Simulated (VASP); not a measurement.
# AlN (Fm-3m) in VASP: settings compared, part 2 of 2

VASP 6.6.1. Earlier steps stand in the parts before.

### 4 Single point, PBE0

The input, POSCAR:

```
AlN
1.0
    0.0000000000      2.0188684450      2.0188684450
    2.0188684450      0.0000000000      2.0188684450
    2.0188684450      2.0188684450      0.0000000000
Al N
1 1
Direct
    0.0000000000      0.0000000000      0.0000000000
    0.5000000000      0.5000000000      0.5000000000
```

The input, INCAR.step1:

```
SYSTEM = AlN
ALGO = Normal
EDIFF = 1E-5
ENCUT = 520
GGA = PE
ISIF = 2
ISMEAR = 0
LASPH = .TRUE.
LCHARG = .FALSE.
LREAL = .FALSE.
LWAVE = .TRUE.
NBANDS = 11
NELM = 80
PREC = Accurate
SIGMA = 0.01
```

The input, INCAR.step2:

```
SYSTEM = AlN
AEXX = 0.25
ALGO = Normal
EDIFF = 1E-7
ENCUT = 520
GGA = PE
ISIF = 2
ISMEAR = 0
ISTART = 1
LASPH = .TRUE.
LCHARG = .FALSE.
LHFCALC = .TRUE.
LREAL = .FALSE.
LWAVE = .FALSE.
NBANDS = 11
NELM = 80
PREC = Accurate
PRECFOCK = Normal
SIGMA = 0.01
```

The input, KPOINTS:

```
k-points
0
G
  8 8 8
  0 0 0
```

Potentials or basis: VASP PAW PBE potentials, release 64 (Al, N).

Command:

```bash
$ cat potpaw_PBE.64/Al/POTCAR potpaw_PBE.64/N/POTCAR > POTCAR
$ cp INCAR.step1 INCAR
$ mpirun -np 1 vasp_std > vasp.out
$ cp INCAR.step2 INCAR
$ mpirun -np 1 vasp_std > vasp.out
```

OUTCAR:

```text
SYSTEM = AlN
   AEXX = 0.25
   EDIFF = 1E-7
   ENCUT = 520
   GGA = PE
   ISIF = 2
   ISMEAR = 0
   ISTART = 1
   LASPH = .TRUE.
   LHFCALC = .TRUE.
   LREAL = .FALSE.
   NELM = 80
   PREC = Accurate
   PRECFOCK = Normal

 ion  position               nearest neighbor table
   1  0.000  0.000  0.000-   2 2.02   2 2.02   2 2.02   2 2.02   2 2.02   2 2.02
   2  0.500  0.500  0.500-   1 2.02   1 2.02   1 2.02   1 2.02   1 2.02   1 2.02

  LATTYP: Found a face centered cubic cell.
 ALAT       =     4.0377368900

  Lattice vectors:

 A1 = (   0.0000000000,   2.0188684450,   2.0188684450)
 A2 = (   2.0188684450,   0.0000000000,   2.0188684450)
 A3 = (   2.0188684450,   2.0188684450,   0.0000000000)

Analysis of symmetry for initial positions (statically):
=====================================================================
 Subroutine PRICEL returns:
 Original cell was already a primitive cell.

 Routine SETGRP: Setting up the symmetry group for a
 face centered cubic supercell.

 Subroutine GETGRP returns: Found 48 space group operations
 (whereof 48 operations were pure point group operations)
 out of a pool of 48 trial point group operations.

The static configuration has the point symmetry O_h .

Analysis of symmetry for dynamics (positions and initial velocities):
[... 185 lines left out ...]
      9      28.5488      0.00000
     10      29.3048      0.00000
     11      29.3048      0.00000
[... 309 lines left out ...]
 k-point    24 :      -0.3750    0.2500    0.1250
  band No.  band energies     occupation
      1      -6.4910      2.00000
      2       0.6696      2.00000
      3       4.7415      2.00000
      4       6.6188      2.00000
      5      19.5566      0.00000
      6      19.7134      0.00000
      7      23.9072      0.00000
      8      24.1840      0.00000
      9      29.7395      0.00000
     10      30.7923      0.00000
     11      34.1960      0.00000

 [... further k-points ...]

------------------------ aborting loop because EDIFF is reached ----------------------------------------

  FORCE on cell =-STRESS in cart. coord.  units (eV):
  Direction    XX          YY          ZZ          XY          YZ          ZX
  --------------------------------------------------------------------------------------
  -------------------------------------------------------------------------------------
  Total       -0.1457630     -0.1457630     -0.1457630     -0.0000000      0.0000000     -0.0000000
  in kB      -14.1907011    -14.1907011    -14.1907011     -0.0000000      0.0000000     -0.0000000
  external PRESSURE =     -14.1907011 kB  Pullay stress =       0.0000000 kB

 VOLUME and BASIS-vectors are now :
 -----------------------------------------------------------------------------
  energy-cutoff  :      520.00
  volume of cell :       16.46
      direct lattice vectors                 reciprocal lattice vectors
     0.000000000  2.018868445  2.018868445    -0.247663488  0.247663488  0.247663488
     2.018868445  0.000000000  2.018868445     0.247663488 -0.247663488  0.247663488
     2.018868445  2.018868445  0.000000000     0.247663488  0.247663488 -0.247663488

 POSITION                                       TOTAL-FORCE (eV/Angst)
 -----------------------------------------------------------------------------------
      0.00000      0.00000      0.00000        -0.000000      0.000000      0.000000
      2.01887      2.01887      2.01887         0.000000     -0.000000     -0.000000
 -----------------------------------------------------------------------------------
    total drift:                               -0.000000     -0.000000     -0.000000

  FREE ENERGIE OF THE ION-ELECTRON SYSTEM (eV)
  ---------------------------------------------------
  free  energy   TOTEN  =       -18.0548850764 eV

  energy  without entropy=      -18.0548850764  energy(sigma->0) =      -18.05488508
```

It took 24 min on 1 thread of Intel Xeon 8259CL, shared host; peak memory 0.15 GiB.

What came out:

```
Free energy            : -18.0549 eV
Pressure               : -1.4 GPa
Band gap on the k mesh : 6.78 eV (least direct gap 8.01 eV)
```

Levels at points of the mesh, in eV from the valence-band top:
```
           k point  band 1  band 2  band 3  band 4  band 5  band 6  band 7  band 8
(0.00, 0.00, 0.00)  -19.30    0.00    0.00    0.00    8.01   14.59   14.59   14.59
(0.50, 0.00, 0.00)  -15.80   -9.07   -1.17   -1.17    8.31   13.41   13.41   16.38
(0.50, 0.50, 0.00)  -14.74   -8.08   -3.07   -3.07    6.78    7.36   17.08   20.34
```

Caveat: the PAW data sets were made with another functional, which shifts forces and pressure a little. A k mesh can miss the band edges.

### 5 Summary

| level | grid for exact exchange (PRECFOCK) | share of exact exchange | screening parameter | gap on the mesh (eV) | pressure (GPa) |
| --- | --- | --- | --- | --- | --- |
| r2SCAN | - | - | - | 5.53 | -0.8 |
| HSE06 | Normal | 0.25 | 0.2079 1/Å | 6.01 | -1.5 |
| PBE0 | Normal | 0.25 | - | 6.78 | -1.4 |

Alike in all rows: task single point; potentials or basis VASP PAW PBE potentials, release 64 (Al, N); no spin polarisation; cell as given; k mesh 8 × 8 × 8; cutoff (eV) 520; smearing gaussian 0.01 eV.

On the cell as given the gap runs from 5.53 eV (r2SCAN) to 6.78 eV (PBE0). The pressure there spans -1.5 GPa (HSE06) to -0.8 GPa (r2SCAN); a positive pressure means that this level wants a larger cell, a negative one a smaller.

Caveats: the PAW data sets were made with another functional, which shifts forces and pressure a little.

Absolute energies hang on the potentials; compare differences alone.
